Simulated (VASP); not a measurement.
Write the native input for VASP 6.6.1 that does the following.

- Task: electric field gradients
- Functional: PBE
- Potentials or basis: VASP PAW PBE potentials, release 64 (O)
- Cutoff: 520 eV
- k mesh: 12 × 12 × 12
- Occupations: fermi-dirac, width 0.01 eV
- Spin: no spin polarisation
- Dipole correction: no
- Further INCAR settings: ALGO = Normal; EDIFF = 1e-08; NBANDS = 13

The structure of O lies in POSCAR:

```
O
1.0
    0.0000000000      2.1510092115      3.2110560000
    1.5088346506      0.0000000000      3.2110560000
    1.5088346506      2.1510092115      0.0000000000
O
2
Direct
    0.0871000000      0.0871000000      0.9129000000
    0.9129000000      0.9129000000      0.0871000000
```

This cell differs from its parent crystal: z stretched by -4 % at fixed volume.

One way to write it, as run:

INCAR

```
PREC = Accurate
ENCUT = 520
EDIFF = 1E-8
ISMEAR = -1
SIGMA = 0.01
LREAL = F
LASPH = T
NELM = 60
ALGO = Normal
ISIF = 2
LWAVE = F
LCHARG = F
GGA = PE
LEFG = T
NBANDS = 13
```

KPOINTS

```
regular mesh
0
Gamma
  12 12 12
```

Potentials or basis: VASP PAW PBE potentials, release 64 (O).

The run is started by

```console
$ cat potpaw_PBE.64/O/POTCAR > POTCAR
$ mpirun -np 1 vasp_std > vasp.out
```

It gave:

```json
{
 "Pressure": "35.9 GPa",
 "Largest force": "12.092 eV/Å",
 "Band gap on the k mesh": "zero (band 6 reaches 2.99 eV, above the bottom of band 7 at 1.33 eV)"
}
```

Caveat: the standard files for N, O and F lose accuracy on very short bonds; spin is off for a triplet molecule; without QUAD_EFG the Cq values of the log hold for a quadrupole moment of 1 mb, not for the nuclei; forces of over 1 eV/Å act on the atoms, so gaps and moduli don't describe the material at rest.

It took 110 s on 1 thread of Oxide Virtual Turin-like Processor, on a shared host, peak memory 0.14 GiB.
